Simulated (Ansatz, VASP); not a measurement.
Be4ZnTe: VASP beside Ansatz

```
Be Zn Te
1.0
     0.00000    3.37989    3.37989
     3.37989    0.00000    3.37989
     3.37989    3.37989    0.00000
Be Zn Te
4 1 1
Direct
  0.62719 0.11842 0.62719
  0.62719 0.62719 0.62719
  0.11842 0.62719 0.62719
  0.62719 0.62719 0.11842
  0.00000 0.00000 0.00000
  0.25000 0.25000 0.25000
```

Alike in both runs: functional PBE; k mesh 4 × 4 × 4; occupations gaussian, width 0.2 eV; no spin polarisation.

Ansatz relaxed the structure, and its values are those at the end. VASP's run is a single point on that final structure, the one shown.

|  | VASP | Ansatz |
| --- | --- | --- |
| version | VASP 6.6.1 | Ansatz 0.2.0 |
| potentials or method | VASP PAW PBE potentials, release 64 (Be, Zn, Te), cutoff 600 eV | scalar-relativistic, plane waves, PAW |
| valence electrons in the cell | 26 | 36 |

```csv
,VASP,Ansatz,Ansatz less VASP
gap on the k mesh at the Fermi level (eV),none,none,-
pressure (GPa),-0.1,-0.3,-0.12
rms of the force components (eV/Å),0.030,0.031,+0.0008
```

A gap of «none» marks a metal or a gap that the smearing closes. VASP's potentials hold 26 valence electrons a cell and Ansatz's 36, so a difference there can come from the potentials and not from the codes.

The k mesh is coarse, so the values compare programs but aren't converged. Spin-orbit coupling is off throughout.
